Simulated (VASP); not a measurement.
# Ge in VASP: single point with PBE+D3(BJ)

Aim: the single point of Ge with PBE+D3(BJ).

Everything below comes from runs of VASP 6.6.1. Logs are shortened: lines on timing, memory, paths and dates and some standing lists are left out, and cuts for length are marked.

## Step 1: The cell of the first run

The cell holds a molecule in a box, 1 atom: a = 15.000 Å, b = 15.500 Å, c = 16.000 Å, α = 90.00°, β = 90.00°, γ = 90.00°.

## Step 2: Single point, PBE+D3(BJ), collinear spin, ferromagnetic start

File INCAR:

```
PREC = Accurate ; ENCUT = 520
EDIFF = 1E-7 ; ISMEAR = 0
SIGMA = 0.005 ; LREAL = False
LASPH = True ; NELM = 150
ALGO = Normal ; ISIF = 2
LWAVE = False ; LCHARG = False
ISPIN = 2 ; MAGMOM = 2
LORBIT = 11 ; GGA = PE
IVDW = 12 ; ISYM = 0
NBANDS = 17
```

File KPOINTS:

```
Automatic mesh
0
Gamma
  1 1 1
```

File POSCAR:

```
Ge
1.0
   15.0000000000      0.0000000000      0.0000000000
    0.0000000000     15.5000000000      0.0000000000
    0.0000000000      0.0000000000     16.0000000000
Ge
1
Direct
    0.5000000000      0.5000000000      0.5000000000
```

Potentials or basis: VASP PAW PBE potentials, release 64 (Ge_d).

Command:

```console
cat potpaw_PBE.64/Ge_d/POTCAR > POTCAR
mpirun -np 1 vasp_gam > vasp.out
```

OUTCAR:

```text
PREC = Accurate
   ENCUT = 520
   EDIFF = 1E-7
   ISMEAR = 0
   LREAL = False
   LASPH = True
   NELM = 150
   ISIF = 2
   ISPIN = 2
   LORBIT = 11
   GGA = PE
   IVDW = 12
   ISYM = 0
 IVDW          = 12

 ion  position               nearest neighbor table
   1  0.500  0.500  0.500-

IMPORTANT INFORMATION: All symmetrisations will be switched off!
NOSYMM: (Re-)initialisation of all symmetry stuff for point group C_1.

----------------------------------------------------------------------------------------

                                     Primitive cell

  volume of cell :    3720.0000

  direct lattice vectors                    reciprocal lattice vectors
    15.000000000  0.000000000  0.000000000     0.066666667  0.000000000  0.000000000
     0.000000000 15.500000000  0.000000000     0.000000000  0.064516129  0.000000000
     0.000000000  0.000000000 16.000000000     0.000000000  0.000000000  0.062500000

  length of vectors
    15.000000000 15.500000000 16.000000000     0.066666667  0.064516129  0.062500000

  position of ions in fractional coordinates (direct lattice)
     0.500000000  0.500000000  0.500000000

  ion indices of the primitive-cell ions
   primitive index   ion index
                 1           1

----------------------------------------------------------------------------------------

 KPOINTS: Automatic mesh

Automatic generation of k-mesh.
 Grid dimensions read from file:
 generate k-points for:    1    1    1

 Generating k-lattice:

  Cartesian coordinates                     Fractional coordinates (reciprocal lattice)
     0.066666667  0.000000000  0.000000000     1.000000000  0.000000000  0.000000000
     0.000000000  0.064516129  0.000000000     0.000000000  1.000000000  0.000000000
     0.000000000  0.000000000  0.062500000     0.000000000  0.000000000  1.000000000

  Length of vectors
     0.066666667  0.064516129  0.062500000

  Shift w.r.t. Gamma in fractional coordinates (k-lattice)
     0.000000000  0.000000000  0.000000000

 Subroutine IBZKPT returns following result:
 ===========================================

 Found      1 irreducible k-points:

 Following reciprocal coordinates:
            Coordinates               Weight
  0.000000  0.000000  0.000000      1.000000
   k-points           NKPTS =      1   k-points in BZ     NKDIM =      1   number of bands    NBANDS=     17
   number of dos      NEDOS =    301   number of ions     NIONS =      1
   total plane-waves  NPLWV = ******
   dimension x,y,z NGX =   112 NGY =  120 NGZ =  120
   dimension x,y,z NGXF=   224 NGYF=  240 NGZF=  240
   ions per type =               1
   NGX,Y,Z   is equivalent  to a cutoff of  12.41, 12.87, 12.47 a.u.
   NGXF,Y,Z  is equivalent  to a cutoff of  24.83, 25.74, 24.94 a.u.
 SYSTEM =  unknown system
   PREC   = accura    normal or accurate (medium, high low for compatibility)
   ISTART =      0    job   : 0-new  1-cont  2-samecut
   ICHARG =      2    charge: 1-file 2-atom 10-const
   ISPIN  =      2    spin polarized calculation?
   LNONCOLLINEAR =      F non collinear calculations
   LSORBIT =      F    spin-orbit coupling
   LASPH  =      T    aspherical Exc in radial PAW
   ENCUT  =  520.0 eV  38.22 Ry    6.18 a.u.  27.89 28.82 29.75*2*pi/ulx,y,z
   NELM   =    150;   NELMIN=  2; NELMDL= -5     # of ELM steps
   EDIFF  = 0.1E-06   stopping-criterion for ELM
   LREAL  =      F    real-space projection
   EDIFFG = 0.1E-05   stopping-criterion for IOM
   NSW    =      0    number of steps for IOM
   IBRION =     -1    ionic relax: 0-MD 1-quasi-New 2-CG
   NFREE  =      0    steps in history (QN), initial steepest desc. (CG)
   ISIF   =      2    stress and relaxation
   ISYM   =      0    0-nonsym 1-usesym 2-fastsym
   POTIM  = 0.5000    time-step for ionic-motion
   TEBEG  =    0.0;   TEEND  =   0.0 temperature during run
   PSTRESS=    0.0 pullay stress
   NELECT =      14.0000    total number of electrons
   NUPDOWN=      -1.0000    fix difference up-down
   EMIN   =  10.00;   EMAX   =-10.00  energy-range for DOS
   EFERMI =   0.00;   METHOD = LEGACY
   ISMEAR =     0;   SIGMA  =   0.01  broadening in eV -4-tet -1-fermi 0-gaus
   EFERMI_NEDOS =   21; number of points for ismear=-14 and -15
   IALGO  =     38    algorithm
   IMIX   =      4    mixing-type and parameters
     AMIX     =   0.40;   BMIX     =  1.00
     AMIX_MAG =   1.60;   BMIX_MAG =  1.00
  volume/ion in A,a.u.               =    3720.00     25103.80
  Fermi-wavevector in a.u.,A,eV,Ry     =   0.254646  0.481211  0.882263  0.064844
  Thomas-Fermi vector in A             =   1.076024
   LORBIT       =     11    0 simple, 1 ext, 2 COOP (PROOUT), +10 PAW based schemes
   GGA     = PE    functional components
   LHFCALC =     F    Hartree Fock is set to
   AEXX    =    0.0000 exact exchange contribution
   IVDW    =    12    specifies the selected vdW correction
   LEPSILON=     F    determine dielectric tensor
   LRPA    =     F    only Hartree local field effects (RPA)
 spin polarized calculation
 Gauss-broadening in eV      SIGMA  =   0.01
  energy-cutoff  :      520.00
  volume of cell :     3720.00
 maximum number of plane-waves:     50071
 NGX is ok and might be reduce to   112
   NGX = 55   NGY = 57   NGZ = 59

 number of electron      13.9999996 magnetization       2.0000000

 Free energy of the ion-electron system (eV)
  ---------------------------------------------------
  ext. energy  EPLUGINS =         0.00000000
  ---------------------------------------------------
  free energy    TOTEN  =        -0.79222263 eV

  energy without entropy =       -0.79222263  energy(sigma->0) =       -0.79222263

 E-fermi :  -4.2815     XC(G=0):  -0.2612

 val. band max:       -4.3216825130   @ k =   0.0000   0.0000   0.0000
 cond. band min:      -4.1779921406   @ k =   0.0000   0.0000   0.0000
 fundamental gap:      0.1436903724
 Fermi energy:        -4.2814643279

 spin component 1

 k-point     1 :       0.0000    0.0000    0.0000
  band No.  band energies     occupation
      1     -29.2459      1.00000
      2     -29.1785      1.00000
      3     -29.1785      1.00000
      4     -28.9508      1.00000
      5     -28.9508      1.00000
      6     -12.0996      1.00000
[... 9 lines left out ...]
     16       0.4760      0.00000
     17       0.7973      0.00000
 Fermi energy:        -4.2814643279

 spin component 2

 k-point     1 :       0.0000    0.0000    0.0000
  band No.  band energies     occupation
      1     -29.1715      1.00000
      2     -29.0606      1.00000
      3     -29.0606      1.00000
      4     -28.7415      1.00000
      5     -28.7415      1.00000
      6     -10.7309      1.00000
[... 9 lines left out ...]
     16       0.7069      0.00000
     17       1.1676      0.00000

------------------------ aborting loop because EDIFF is reached ----------------------------------------

 Edisp (eV)   -0.00007

 E8    (eV) :    -0.0000

  FORCE on cell =-STRESS in cart. coord.  units (eV):
  Direction    XX          YY          ZZ          XY          YZ          ZX
  --------------------------------------------------------------------------------------
  -------------------------------------------------------------------------------------
  Total      -0.02443    -0.02995    -0.03039    -0.00002     0.00257     0.00205
  in kB      -0.01052    -0.01290    -0.01309    -0.00001     0.00111     0.00088
  external pressure =       -0.01 kB  Pullay stress =        0.00 kB

 VOLUME and BASIS-vectors are now :
 -----------------------------------------------------------------------------
  energy-cutoff  :      520.00
  volume of cell :     3720.00
      direct lattice vectors                 reciprocal lattice vectors
    15.000000000  0.000000000  0.000000000     0.066666667  0.000000000  0.000000000
     0.000000000 15.500000000  0.000000000     0.000000000  0.064516129  0.000000000
     0.000000000  0.000000000 16.000000000     0.000000000  0.000000000  0.062500000

 POSITION                                       TOTAL-FORCE (eV/Angst)
 -----------------------------------------------------------------------------------
      7.50000      7.75000      8.00000        -0.000001      0.000000      0.000000
 -----------------------------------------------------------------------------------
    total drift:                               -0.000001      0.000000      0.000000

  FREE ENERGIE OF THE ION-ELECTRON SYSTEM (eV)
  ---------------------------------------------------
  free  energy   TOTEN  =        -0.7922925873 eV

  energy  without entropy=       -0.7922925873  energy(sigma->0) =       -0.79229259

 total charge

# of ion       s       p       d       tot
------------------------------------------
    1        1.310   0.755   9.956  12.022

 magnetization (x)

# of ion       s       p       d       tot
------------------------------------------
    1        0.003   0.755  -0.001   0.758
```

Wall time 12 min (1 thread of Intel Xeon Platinum 8375C at 2.90GHz (Ice Lake), shared host); peak memory 3.5 GiB.

What came out:

```
Free energy                                           : -0.7923 eV
Gap between the frontier levels                       : 0.14 eV
Net moment                                            : 2.00 μB per cell
Site moments                                          : Ge +0.76 μB
Valence electrons inside the program's atomic spheres : Ge 12.02
Dispersion energy per atom                            : 0.000 eV
```

Levels at points of the mesh, in eV from the valence-band top:
Spin up:
```
           k point  band 4  band 5  band 6  band 7  band 8  band 9  band 10  band 11  band 12  band 13
(0.00, 0.00, 0.00)  -24.63  -24.63   -7.78    0.00    0.00    0.14     3.79     4.59     4.64     4.67
```
Spin down:
```csv
k point,band 2,band 3,band 4,band 5,band 6,band 7,band 8,band 9,band 10,band 11
"(0.00, 0.00, 0.00)",-24.74,-24.74,-24.42,-24.42,-6.41,0.89,1.77,1.77,4.28,4.83
```
